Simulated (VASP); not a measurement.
# GaP (gw) (F-43m) in VASP: single point with PBE

Aim: the single point of GaP (gw) with PBE.

All numbers are computed with VASP 6.6.1; they aren't measurements. Logs are shortened: lines on timing, memory, paths and dates and some standing lists are left out, and cuts for length are marked.

### Step 1. The cell of the first run

Symmetry: F-43m, No. 216, cubic system. Conventional cell: a = 5.506 Å, b = 5.506 Å, c = 5.506 Å, α = 90.00°, β = 90.00°, γ = 90.00°. Ga (site symmetry -43m) has 4 P at 2.38 Å within 3.1 Å. P (site symmetry -43m) has 4 Ga at 2.38 Å within 3.1 Å.

### Step 2. Single point, PBE

File INCAR:

```
ALGO = Normal ; EDIFF = 1E-6
ENCUT = 520 ; GGA = PE
ISIF = 2 ; ISMEAR = 0
LASPH = True ; LCHARG = False
LREAL = False ; LWAVE = False
NBANDS = 16 ; NELM = 60
PREC = Accurate ; SIGMA = 0.01
```

File KPOINTS:

```
k-points
0
Gamma
  4 4 4
```

File POSCAR:

```
GaP
1.0
    0.0000000000      2.7529841000      2.7529841000
    2.7529841000      0.0000000000      2.7529841000
    2.7529841000      2.7529841000      0.0000000000
Ga P
1 1
Direct
    0.0000000000      0.0000000000      0.0000000000
    0.7500000000      0.7500000000      0.7500000000
```

Potentials or basis: VASP PAW PBE potentials, release 64 (Ga_d, P).

Launch:

```bash
> cat potpaw_PBE.64/Ga_d/POTCAR potpaw_PBE.64/P/POTCAR > POTCAR
> mpirun -np 1 vasp_std > vasp.out
```

OUTCAR:

```text
EDIFF = 1E-6
   ENCUT = 520
   GGA = PE
   ISIF = 2
   ISMEAR = 0
   LASPH = True
   LREAL = False
   NELM = 60
   PREC = Accurate

 ion  position               nearest neighbor table
   1  0.000  0.000  0.000-   2 2.38   2 2.38   2 2.38   2 2.38
   2  0.750  0.750  0.750-   1 2.38   1 2.38   1 2.38   1 2.38

  LATTYP: Found a face centered cubic cell.
 ALAT       =     5.5059682000

  Lattice vectors:

 A1 = (   0.0000000000,   2.7529841000,   2.7529841000)
 A2 = (   2.7529841000,   0.0000000000,   2.7529841000)
 A3 = (   2.7529841000,   2.7529841000,   0.0000000000)

Analysis of symmetry for initial positions (statically):
=====================================================================
 Subroutine PRICEL returns:
 Original cell was already a primitive cell.

 Routine SETGRP: Setting up the symmetry group for a
 face centered cubic supercell.

 Subroutine GETGRP returns: Found 24 space group operations
 (whereof 24 operations were pure point group operations)
 out of a pool of 48 trial point group operations.

The static configuration has the point symmetry T_d .

Analysis of symmetry for dynamics (positions and initial velocities):
=====================================================================
 Subroutine PRICEL returns:
 Original cell was already a primitive cell.

 Routine SETGRP: Setting up the symmetry group for a
 face centered cubic supercell.

 Subroutine GETGRP returns: Found 24 space group operations
 (whereof 24 operations were pure point group operations)
 out of a pool of 48 trial point group operations.

The dynamic configuration has the point symmetry T_d .

 Subroutine INISYM returns: Found 24 space group operations
 (whereof 24 operations are pure point group operations),
 and found     1 'primitive' translations

----------------------------------------------------------------------------------------

                                     Primitive cell

  volume of cell :      41.7293

  direct lattice vectors                    reciprocal lattice vectors
     0.000000000  2.752984100  2.752984100    -0.181621100  0.181621100  0.181621100
     2.752984100  0.000000000  2.752984100     0.181621100 -0.181621100  0.181621100
     2.752984100  2.752984100  0.000000000     0.181621100  0.181621100 -0.181621100

  length of vectors
     3.893307451  3.893307451  3.893307451     0.314576973  0.314576973  0.314576973

  position of ions in fractional coordinates (direct lattice)
[... 61 lines left out ...]
   NELM   =     60;   NELMIN=  2; NELMDL= -5     # of ELM steps
   EDIFF  = 0.1E-05   stopping-criterion for ELM
   LREAL  =      F    real-space projection
   EDIFFG = 0.1E-04   stopping-criterion for IOM
   NSW    =      0    number of steps for IOM
   IBRION =     -1    ionic relax: 0-MD 1-quasi-New 2-CG
   NFREE  =      0    steps in history (QN), initial steepest desc. (CG)
   ISIF   =      2    stress and relaxation
   ISYM   =      2    0-nonsym 1-usesym 2-fastsym
   POTIM  = 0.5000    time-step for ionic-motion
   TEBEG  =    0.0;   TEEND  =   0.0 temperature during run
   PSTRESS=    0.0 pullay stress
   NELECT =      18.0000    total number of electrons
   NUPDOWN=      -1.0000    fix difference up-down
   EMIN   =  10.00;   EMAX   =-10.00  energy-range for DOS
   EFERMI =   0.00;   METHOD = LEGACY
   ISMEAR =     0;   SIGMA  =   0.01  broadening in eV -4-tet -1-fermi 0-gaus
   EFERMI_NEDOS =   21; number of points for ismear=-14 and -15
   IALGO  =     38    algorithm
   IMIX   =      4    mixing-type and parameters
     AMIX     =   0.40;   BMIX     =  1.00
     AMIX_MAG =   1.60;   BMIX_MAG =  1.00
  volume/ion in A,a.u.               =      20.86       140.80
  Fermi-wavevector in a.u.,A,eV,Ry     =   1.236949  2.337496 20.817513  1.530044
  Thomas-Fermi vector in A             =   2.371537
   LORBIT       =      0    0 simple, 1 ext, 2 COOP (PROOUT), +10 PAW based schemes
   GGA     = PE    functional components
   LHFCALC =     F    Hartree Fock is set to
   AEXX    =    0.0000 exact exchange contribution
   IVDW    =     0    specifies the selected vdW correction
   LEPSILON=     F    determine dielectric tensor
   LRPA    =     F    only Hartree local field effects (RPA)
 non-spin polarized calculation
 Gauss-broadening in eV      SIGMA  =   0.01
  energy-cutoff  :      520.00
  volume of cell :       41.73
 maximum number of plane-waves:      1158
 NGX is ok and might be reduce to    30
   NGX = 15   NGY = 15   NGZ = 15

 number of electron      18.0000003 magnetization

 Free energy of the ion-electron system (eV)
  ---------------------------------------------------
  ext. energy  EPLUGINS =         0.00000000
  ---------------------------------------------------
  free energy    TOTEN  =        -8.98857778 eV

  energy without entropy =       -8.98857778  energy(sigma->0) =       -8.98857778

 E-fermi :   4.4699     XC(G=0):  -9.6729

 val. band max:        4.3935548389   @ k =   0.0000   0.0000   0.0000
 cond. band min:       5.9551251509   @ k =   0.5000   0.0000   0.0000
 fundamental gap:      1.5615703120
 Fermi energy:         4.4699361212

 k-point     1 :       0.0000    0.0000    0.0000
  band No.  band energies     occupation
      1     -10.1581      2.00000
      2     -10.1581      2.00000
      3     -10.1581      2.00000
      4     -10.0687      2.00000
      5     -10.0687      2.00000
      6      -7.8819      2.00000
[... 129 lines left out ...]
      3     -10.1041      2.00000
      4     -10.0820      2.00000
      5     -10.0606      2.00000
      6      -4.9609      2.00000
[... 8 lines left out ...]
     15      16.1335      0.00000
     16      17.9108      0.00000

------------------------ aborting loop because EDIFF is reached ----------------------------------------

  FORCE on cell =-STRESS in cart. coord.  units (eV):
  Direction    XX          YY          ZZ          XY          YZ          ZX
  --------------------------------------------------------------------------------------
  -------------------------------------------------------------------------------------
  Total        0.0771602      0.0771602      0.0771602      0.0000000     -0.0000000     -0.0000000
  in kB        2.9625311      2.9625311      2.9625311      0.0000000     -0.0000000     -0.0000000
  external PRESSURE =       2.9625311 kB  Pullay stress =       0.0000000 kB

 VOLUME and BASIS-vectors are now :
 -----------------------------------------------------------------------------
  energy-cutoff  :      520.00
  volume of cell :       41.73
      direct lattice vectors                 reciprocal lattice vectors
     0.000000000  2.752984100  2.752984100    -0.181621100  0.181621100  0.181621100
     2.752984100  0.000000000  2.752984100     0.181621100 -0.181621100  0.181621100
     2.752984100  2.752984100  0.000000000     0.181621100  0.181621100 -0.181621100

 POSITION                                       TOTAL-FORCE (eV/Angst)
 -----------------------------------------------------------------------------------
      0.00000      0.00000      0.00000        -0.000000     -0.000000     -0.000000
      4.12948      4.12948      4.12948         0.000000      0.000000      0.000000
 -----------------------------------------------------------------------------------
    total drift:                               -0.000002     -0.000002     -0.000002

  FREE ENERGIE OF THE ION-ELECTRON SYSTEM (eV)
  ---------------------------------------------------
  free  energy   TOTEN  =        -8.9885777790 eV

  energy  without entropy=       -8.9885777790  energy(sigma->0) =       -8.98857778
```

OSZICAR:

```text
N       E                     dE             d eps       ncg     rms          rms(c)
DAV:   1     0.814713320161E+02    0.81471E+02   -0.96114E+03   264   0.161E+03
DAV:   2    -0.311736469525E+01   -0.84589E+02   -0.79844E+02   304   0.304E+02
DAV:   3    -0.917995180059E+01   -0.60626E+01   -0.60480E+01   312   0.649E+01
DAV:   4    -0.927546464007E+01   -0.95513E-01   -0.95482E-01   320   0.905E+00
DAV:   5    -0.927772827187E+01   -0.22636E-02   -0.22636E-02   312   0.117E+00    0.415E+00
DAV:   6    -0.901482661033E+01    0.26290E+00   -0.40052E-01   400   0.104E+01    0.275E+00
DAV:   7    -0.898687132477E+01    0.27955E-01   -0.99421E-02   328   0.207E+00    0.112E+00
DAV:   8    -0.898784535347E+01   -0.97403E-03   -0.15171E-02   304   0.146E+00    0.186E-01
DAV:   9    -0.898839204248E+01   -0.54669E-03   -0.15418E-03   312   0.548E-01    0.862E-02
DAV:  10    -0.898848814261E+01   -0.96100E-04   -0.13076E-04   376   0.116E-01    0.446E-02
DAV:  11    -0.898857819348E+01   -0.90051E-04   -0.12354E-04   304   0.933E-02    0.526E-03
DAV:  12    -0.898857777901E+01    0.41447E-06   -0.34146E-06   312   0.235E-02
   1 F= -.89885778E+01 E0= -.89885778E+01  d E =-.121586E-28
```

Wall time 3.6 s (1 thread of Intel Xeon 6975P-C (Granite Rapids), shared host); peak memory 0.16 GiB.

Results:

| Property | Result |
| --- | --- |
| Free energy | -8.9886 eV |
| Pressure | 0.3 GPa |
| Band gap on the k mesh | 1.56 eV, indirect (the least direct gap lies 4.2 meV higher) |

Caveat: the k points lie up to 0.49 Å⁻¹ apart. A k mesh can miss the band edges.
